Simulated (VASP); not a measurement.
A run of VASP 6.6.1 is set up as follows.

File POSCAR:

```
As
1.0
    1.8528665501      1.0697530015      3.8913157201
   -1.8528665501      1.0697530015      3.8913157201
    0.0000000000     -2.1395060029      3.8913157201
As
2
Direct
    0.2223179564      0.2223179564      0.2223179564
    0.7776820436      0.7776820436      0.7776820436
```

File INCAR.step1:

```
PREC = Accurate ; ENCUT = 520
ISMEAR = 0 ; SIGMA = 0.05
LREAL = F ; LASPH = T
NELM = 100 ; NBANDS = 12
GGA = PE ; ALGO = Normal
EDIFF = 1E-4 ; LWAVE = T
LCHARG = F
```

File INCAR.step2:

```
PREC = Accurate ; ENCUT = 520
EDIFF = 1E-7 ; ISMEAR = 0
SIGMA = 0.05 ; LREAL = F
LASPH = T ; NELM = 100
ALGO = Normal ; ISIF = 2
LWAVE = F ; LCHARG = F
METAGGA = R2SCAN ; LMIXTAU = T
NBANDS = 12 ; ISTART = 1
```

Contents of KPOINTS:

```
Automatic mesh
0
Gamma
  14 14 14
```

Potentials or basis: VASP PAW PBE potentials, release 64 (As).

Command:

```sh
$ cat potpaw_PBE.64/As/POTCAR > POTCAR
$ cp INCAR.step1 INCAR
$ mpirun -np 1 vasp_std > vasp.out
$ cp INCAR.step2 INCAR
$ mpirun -np 1 vasp_std > vasp.out
```

(1) Predict the largest force.

(2) Estimate the pressure.

## Answers

(1) 0.049 eV/Å.

(2) 0.8 GPa.

Caveat: the PAW data sets were made with another functional, which shifts forces and pressure a little.
